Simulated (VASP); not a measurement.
Wanted: the native input for a VASP 6.6.1 run.

```yaml
Task: relaxation of cell and atoms
Functional: PBE
Potentials_or_basis: VASP PAW PBE potentials, release 64 (Ag)
Cutoff: 600 eV
k_mesh: 19 × 19 × 18
Occupations: fermi-dirac, width 0.05 eV
Spin: no spin polarisation
Target_pressure: 390 GPa
Dipole_correction: no
Further_INCAR_settings: ALGO = Normal; EDIFF = 1e-07; IBRION = 2; EDIFFG = -0.005; NSW = 32; ISIF = 3
```

The structure of Ag lies in POSCAR:

```
Ag
1.0
    2.2572519036      0.0000000000      0.0000000000
   -1.1286259518      1.9548374912      0.0000000000
    0.0000000000      0.0000000000      2.1605246738
Ag
1
Direct
    0.0000000000      0.0000000000      0.0000000000
```

These files were run (other wordings do the same):

INCAR

```
SYSTEM = Ag
PREC = Accurate
ENCUT = 600
EDIFF = 1E-7
ISMEAR = -1
SIGMA = 0.05
LREAL = .False.
LASPH = .True.
NELM = 60
ALGO = Normal
ISIF = 3
LWAVE = .False.
LCHARG = .False.
GGA = PE
IBRION = 2
NSW = 32
EDIFFG = -0.005
PSTRESS = 3900.0
```

KPOINTS

```
Automatic mesh
0
Gamma
  19 19 18
  0 0 0
```

Potentials or basis: VASP PAW PBE potentials, release 64 (Ag).

Command:

```console
$ cat potpaw_PBE.64/Ag/POTCAR > POTCAR
$ mpirun -np 1 vasp_std > vasp.out
```

It gave:

| Quantity | Value |
| --- | --- |
| Relaxed volume | 9.52 Å³/atom |
| Relaxed cell | a = 2.257 Å, b = 2.257 Å, c = 2.157 Å, α = 90.00°, β = 90.00°, γ = 120.00° |
| Space group after relaxing (to 0.05 Å) | P6/mmm (No. 191) |
| Energy change on relaxing (the enthalpy is what falls) | +42.9 meV/atom |
| Ionic steps | 5 |
| Pressure after relaxing | 390.0 GPa |

Caveat: the cell is relaxed towards a set pressure, so the enthalpy falls and the energy may rise.

It took 47 s on 1 thread of Intel(R) Xeon(R) 6975P-C (Granite Rapids), with other jobs on the host, peak memory 0.16 GiB.
